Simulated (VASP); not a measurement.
# AlGa3As4 (I-42m) in VASP: single point with PBE

Aim: the single point of AlGa3As4 with PBE.

Everything below comes from runs of VASP 6.6.1. Logs are shortened: lines on timing, memory, paths and dates and some standing lists are left out, and cuts for length are marked.

## 1. The cell of the first run

The structure is tetragonal, space group I-42m (No. 121). Conventional cell: a = 5.623 Å, b = 5.623 Å, c = 11.247 Å, α = 90.00°, β = 90.00°, γ = 90.00°. Within 3.2 Å of Al (site symmetry -42m) lie 4 As at 2.43 Å. Ga (site symmetry -42m) has 4 As at 2.44 Å within 3.2 Å. Ga (site symmetry -4) has 4 As at 2.44 Å within 3.2 Å. As (site symmetry m) has 1 Al at 2.43 Å and 3 Ga at 2.44 Å within 3.2 Å.

## 2. Single point, PBE (22.23 Å³/atom)

Contents of INCAR:

```
SYSTEM = AlGa3As4
ALGO = Normal
EDIFF = 1E-6
ENCUT = 520
GGA = PE
ISIF = 2
ISMEAR = 0
LASPH = .TRUE.
LCHARG = .FALSE.
LREAL = .FALSE.
LWAVE = .FALSE.
NBANDS = 41
NELM = 80
PREC = Accurate
SIGMA = 0.02
```

Contents of KPOINTS:

```
k-points
0
G
  10 10 10
  0 0 0
```

Contents of POSCAR:

```
AlGa3As4
1.0
   -2.8116082452      2.8116082452      5.6236593612
    2.8116082452     -2.8116082452      5.6236593612
    2.8116082452      2.8116082452     -5.6236593612
Al Ga As
1 3 4
Direct
    0.5000000000      0.5000000000      0.0000000000
    0.0000000000      0.0000000000      0.0000000000
    0.2500000000      0.7500000000      0.5000000000
    0.7500000000      0.2500000000      0.5000000000
    0.8740840000      0.8740840000      0.4988700000
    0.3752140000      0.3752140000      0.5011300000
    0.1259160000      0.6247860000      0.0000000000
    0.6247860000      0.1259160000      0.0000000000
```

Potentials or basis: VASP PAW PBE potentials, release 64 (Al, Ga_d, As).

Command:

```
cat potpaw_PBE.64/Al/POTCAR potpaw_PBE.64/Ga_d/POTCAR potpaw_PBE.64/As/POTCAR > POTCAR
mpirun -np 1 vasp_std > vasp.out
```

OUTCAR:

```text
SYSTEM = AlGa3As4
   EDIFF = 1E-6
   ENCUT = 520
   GGA = PE
   ISIF = 2
   ISMEAR = 0
   LASPH = .TRUE.
   LREAL = .FALSE.
   NELM = 80
   PREC = Accurate

 ion  position               nearest neighbor table
   1  0.500  0.500  0.000-   6 2.43   5 2.43   7 2.43   8 2.43
   2  0.000  0.000  0.000-   6 2.44   7 2.44   8 2.44   5 2.44
   3  0.250  0.750  0.500-   5 2.44   8 2.44   7 2.44   6 2.44
   4  0.750  0.250  0.500-   5 2.44   7 2.44   8 2.44   6 2.44
   5  0.874  0.874  0.499-   1 2.43   2 2.44   3 2.44   4 2.44
   6  0.375  0.375  0.501-   1 2.43   2 2.44   4 2.44   3 2.44
   7  0.126  0.625  0.000-   1 2.43   2 2.44   3 2.44   4 2.44
   8  0.625  0.126  0.000-   1 2.43   2 2.44   4 2.44   3 2.44

  LATTYP: Found a body centered tetragonal cell.
 ALAT       =     5.6232164904
 C/A-ratio  =     2.0001575151

  Lattice vectors:

 A1 = (  -2.8116082452,   2.8116082452,   5.6236593612)
 A2 = (   2.8116082452,  -2.8116082452,   5.6236593612)
 A3 = (   2.8116082452,   2.8116082452,  -5.6236593612)

Analysis of symmetry for initial positions (statically):
=====================================================================
 Subroutine PRICEL returns:
 Original cell was already a primitive cell.

 Routine SETGRP: Setting up the symmetry group for a
 body centered tetragonal supercell.

 Subroutine GETGRP returns: Found  8 space group operations
 (whereof  8 operations were pure point group operations)
 out of a pool of 16 trial point group operations.

The static configuration has the point symmetry D_2d.

Analysis of symmetry for dynamics (positions and initial velocities):
=====================================================================
 Subroutine PRICEL returns:
 Original cell was already a primitive cell.

 Routine SETGRP: Setting up the symmetry group for a
 body centered tetragonal supercell.

 Subroutine GETGRP returns: Found  8 space group operations
 (whereof  8 operations were pure point group operations)
 out of a pool of 16 trial point group operations.

The dynamic configuration has the point symmetry D_2d.

 Subroutine INISYM returns: Found  8 space group operations
 (whereof  8 operations are pure point group operations),
 and found     1 'primitive' translations

----------------------------------------------------------------------------------------

                                     Primitive cell

  volume of cell :     177.8233

  direct lattice vectors                    reciprocal lattice vectors
    -2.811608245  2.811608245  5.623659361     0.000000000  0.177834163  0.088910079
     2.811608245 -2.811608245  5.623659361     0.177834163  0.000000000  0.088910079
     2.811608245  2.811608245 -5.623659361     0.177834163  0.177834163  0.000000000

  length of vectors
     6.887367165  6.887367165  6.887367165     0.198821508  0.198821508  0.251495486

  position of ions in fractional coordinates (direct lattice)
     0.500000000  0.500000000  0.000000000
     0.000000000  0.000000000  0.000000000
     0.250000000  0.750000000  0.500000000
     0.750000000  0.250000000  0.500000000
     0.874084000  0.874084000  0.498870000
     0.375214000  0.375214000  0.501130000
     0.125916000  0.624786000  0.000000000
     0.624786000  0.125916000  0.000000000

  ion indices of the primitive-cell ions
   primitive index   ion index
                 1           1
                 2           2
                 3           3
                 4           4
                 5           5
                 6           6
                 7           7
                 8           8

----------------------------------------------------------------------------------------

 KPOINTS: k-points

Automatic generation of k-mesh.
 Grid dimensions read from file:
 generate k-points for:   10   10   10

 Generating k-lattice:

  Cartesian coordinates                     Fractional coordinates (reciprocal lattice)
     0.000000000  0.017783416  0.008891008     0.100000000  0.000000000  0.000000000
     0.017783416  0.000000000  0.008891008     0.000000000  0.100000000  0.000000000
     0.017783416  0.017783416  0.000000000     0.000000000  0.000000000  0.100000000

  Length of vectors
     0.019882151  0.019882151  0.025149549

  Shift w.r.t. Gamma in fractional coordinates (k-lattice)
     0.000000000  0.000000000  0.000000000

 Subroutine IBZKPT returns following result:
 ===========================================

 Found    102 irreducible k-points:

 Following reciprocal coordinates:
            Coordinates               Weight
  0.000000  0.000000  0.000000      1.000000
  0.100000 -0.000000  0.000000      8.000000
  0.200000 -0.000000  0.000000      8.000000
  0.300000  0.000000  0.000000      8.000000
  0.400000 -0.000000  0.000000      8.000000
  0.500000 -0.000000  0.000000      4.000000
[... 16 lines left out ...]
  0.300000  0.300000  0.000000      8.000000
  0.400000  0.300000  0.000000     16.000000
 [... further k-points ...]
   k-points           NKPTS =    102   k-points in BZ     NKDIM =    102   number of bands    NBANDS=     41
   number of dos      NEDOS =    301   number of ions     NIONS =      8
   total plane-waves  NPLWV = 157464
   dimension x,y,z NGX =    54 NGY =   54 NGZ =   54
   dimension x,y,z NGXF=   108 NGYF=  108 NGZF=  108
   ions per type =               1   3   4
   NGX,Y,Z   is equivalent  to a cutoff of  13.03, 13.03, 13.03 a.u.
   NGXF,Y,Z  is equivalent  to a cutoff of  26.07, 26.07, 26.07 a.u.
 SYSTEM =  AlGa3As4
   PREC   = accura    normal or accurate (medium, high low for compatibility)
   ISTART =      0    job   : 0-new  1-cont  2-samecut
   ICHARG =      2    charge: 1-file 2-atom 10-const
   ISPIN  =      1    spin polarized calculation?
   LNONCOLLINEAR =      F non collinear calculations
   LSORBIT =      F    spin-orbit coupling
   LASPH  =      T    aspherical Exc in radial PAW
   ENCUT  =  520.0 eV  38.22 Ry    6.18 a.u.  12.81 12.81 12.81*2*pi/ulx,y,z
   NELM   =     80;   NELMIN=  2; NELMDL= -5     # of ELM steps
   EDIFF  = 0.1E-05   stopping-criterion for ELM
   LREAL  =      F    real-space projection
   EDIFFG = 0.1E-04   stopping-criterion for IOM
   NSW    =      0    number of steps for IOM
   IBRION =     -1    ionic relax: 0-MD 1-quasi-New 2-CG
   NFREE  =      0    steps in history (QN), initial steepest desc. (CG)
   ISIF   =      2    stress and relaxation
   ISYM   =      2    0-nonsym 1-usesym 2-fastsym
   POTIM  = 0.5000    time-step for ionic-motion
   TEBEG  =    0.0;   TEEND  =   0.0 temperature during run
   PSTRESS=    0.0 pullay stress
   NELECT =      62.0000    total number of electrons
   NUPDOWN=      -1.0000    fix difference up-down
   EMIN   =  10.00;   EMAX   =-10.00  energy-range for DOS
   EFERMI =   0.00;   METHOD = LEGACY
   ISMEAR =     0;   SIGMA  =   0.02  broadening in eV -4-tet -1-fermi 0-gaus
   EFERMI_NEDOS =   21; number of points for ismear=-14 and -15
   IALGO  =     38    algorithm
   IMIX   =      4    mixing-type and parameters
     AMIX     =   0.40;   BMIX     =  1.00
     AMIX_MAG =   1.60;   BMIX_MAG =  1.00
  volume/ion in A,a.u.               =      22.23       150.00
  Fermi-wavevector in a.u.,A,eV,Ry     =   1.152239  2.177416 18.063835  1.327654
  Thomas-Fermi vector in A             =   2.288891
   LORBIT       =      0    0 simple, 1 ext, 2 COOP (PROOUT), +10 PAW based schemes
   GGA     = PE    functional components
   LHFCALC =     F    Hartree Fock is set to
   AEXX    =    0.0000 exact exchange contribution
   IVDW    =     0    specifies the selected vdW correction
   LEPSILON=     F    determine dielectric tensor
   LRPA    =     F    only Hartree local field effects (RPA)
 non-spin polarized calculation
 Gauss-broadening in eV      SIGMA  =   0.02
  energy-cutoff  :      520.00
  volume of cell :      177.82
 maximum number of plane-waves:      4861
 NGX is ok and might be reduce to    54
   NGX = 25   NGY = 25   NGZ = 25

 number of electron      62.0000007 magnetization

 Free energy of the ion-electron system (eV)
  ---------------------------------------------------
  ext. energy  EPLUGINS =         0.00000000
  ---------------------------------------------------
  free energy    TOTEN  =       -34.03096285 eV

  energy without entropy =      -34.03096285  energy(sigma->0) =      -34.03096285

 E-fermi :   4.1524     XC(G=0):  -9.5265

 val. band max:        4.0689721327   @ k =   0.0000   0.0000   0.0000
 cond. band min:       5.0855475315   @ k =   0.0000   0.0000   0.0000
 fundamental gap:      1.0165753988
 Fermi energy:         4.1524417671

 k-point     1 :       0.0000    0.0000    0.0000
  band No.  band energies     occupation
      1     -10.7375      2.00000
      2     -10.7285      2.00000
      3     -10.7285      2.00000
      4     -10.6433      2.00000
      5     -10.6433      2.00000
      6     -10.6393      2.00000
[... 33 lines left out ...]
     40       8.8750      0.00000
     41       9.2524      0.00000

 k-point     2 :       0.1000   -0.0000    0.0000
  band No.  band energies     occupation
      1     -10.7364      2.00000
      2     -10.7286      2.00000
      3     -10.7274      2.00000
      4     -10.6457      2.00000
      5     -10.6425      2.00000
      6     -10.6394      2.00000
[... 33 lines left out ...]
     40       8.8202      0.00000
     41       9.2983      0.00000

 k-point     3 :       0.2000   -0.0000    0.0000
  band No.  band energies     occupation
      1     -10.7340      2.00000
      2     -10.7283      2.00000
      3     -10.7244      2.00000
      4     -10.6531      2.00000
      5     -10.6405      2.00000
      6     -10.6389      2.00000
[... 33 lines left out ...]
     40       8.7846      0.00000
     41       9.2431      0.00000

 k-point     4 :       0.3000    0.0000    0.0000
  band No.  band energies     occupation
      1     -10.7329      2.00000
      2     -10.7254      2.00000
      3     -10.7196      2.00000
      4     -10.6634      2.00000
      5     -10.6379      2.00000
      6     -10.6375      2.00000
[... 825 lines left out ...]
     40       8.3512      0.00000
     41       9.2287      0.00000

 k-point    23 :       0.3000    0.3000    0.0000
  band No.  band energies     occupation
      1     -10.7366      2.00000
      2     -10.7144      2.00000
      3     -10.7131      2.00000
      4     -10.6826      2.00000
      5     -10.6361      2.00000
      6     -10.6349      2.00000
[... 33 lines left out ...]
     40       9.1520      0.00000
     41       9.8432      0.00000

 k-point    24 :       0.4000    0.3000    0.0000
  band No.  band energies     occupation
      1     -10.7368      2.00000
      2     -10.7129      2.00000
      3     -10.7066      2.00000
      4     -10.6905      2.00000
      5     -10.6352      2.00000
      6     -10.6339      2.00000
[... 33 lines left out ...]
     40       8.9447      0.00000
     41       9.5995      0.00000

 [... further k-points ...]
[... 5 lines left out ...]
  --------------------------------------------------------------------------------------
  -------------------------------------------------------------------------------------
  Total        5.2203313      5.2203313      5.2159628      0.0000000     -0.0000000      0.0000000
  in kB       47.0348790     47.0348790     46.9955194      0.0000000     -0.0000000      0.0000000
  external PRESSURE =      47.0217591 kB  Pullay stress =       0.0000000 kB

 VOLUME and BASIS-vectors are now :
 -----------------------------------------------------------------------------
  energy-cutoff  :      520.00
  volume of cell :      177.82
      direct lattice vectors                 reciprocal lattice vectors
    -2.811608245  2.811608245  5.623659361     0.000000000  0.177834163  0.088910079
     2.811608245 -2.811608245  5.623659361     0.177834163  0.000000000  0.088910079
     2.811608245  2.811608245 -5.623659361     0.177834163  0.177834163  0.000000000

 POSITION                                       TOTAL-FORCE (eV/Angst)
 -----------------------------------------------------------------------------------
      0.00000      0.00000      5.62366        -0.000000      0.000000      0.000000
      0.00000      0.00000      0.00000        -0.000000      0.000000      0.000000
      2.81161      0.00000      2.81183        -0.000000      0.000000      0.000000
      0.00000      2.81161      2.81183        -0.000000      0.000000      0.000000
      1.40263      1.40263      7.02563         0.006464      0.006464      0.007223
      1.40898      1.40898      1.40197        -0.006464     -0.006464      0.007223
      1.40263     -1.40263      4.22169         0.006464     -0.006464     -0.007223
     -1.40263      1.40263      4.22169        -0.006464      0.006464     -0.007223
 -----------------------------------------------------------------------------------
    total drift:                                0.000009      0.000009      0.000003

  FREE ENERGIE OF THE ION-ELECTRON SYSTEM (eV)
  ---------------------------------------------------
  free  energy   TOTEN  =       -34.0309628499 eV

  energy  without entropy=      -34.0309628499  energy(sigma->0) =      -34.03096285
```

It took 15 min on 1 thread of Intel Xeon Platinum 8488C (Sapphire Rapids), shared host; peak memory 0.83 GiB.

Results:

```
Free energy            : -34.0310 eV
Pressure               : 4.7 GPa
Largest force          : 0.012 eV/Å
Band gap on the k mesh : 1.02 eV
```

Forces on the atoms (eV/Å):
```
Al   0.000  0.000  0.000
Ga   0.000  0.000  0.000
Ga   0.000  0.000  0.000
Ga   0.000  0.000  0.000
As   0.006  0.006  0.007
As  -0.006 -0.006  0.007
As   0.006 -0.006 -0.007
As  -0.006  0.006 -0.007
```

Caveat: the cell stands under pressure. A k mesh can miss the band edges.
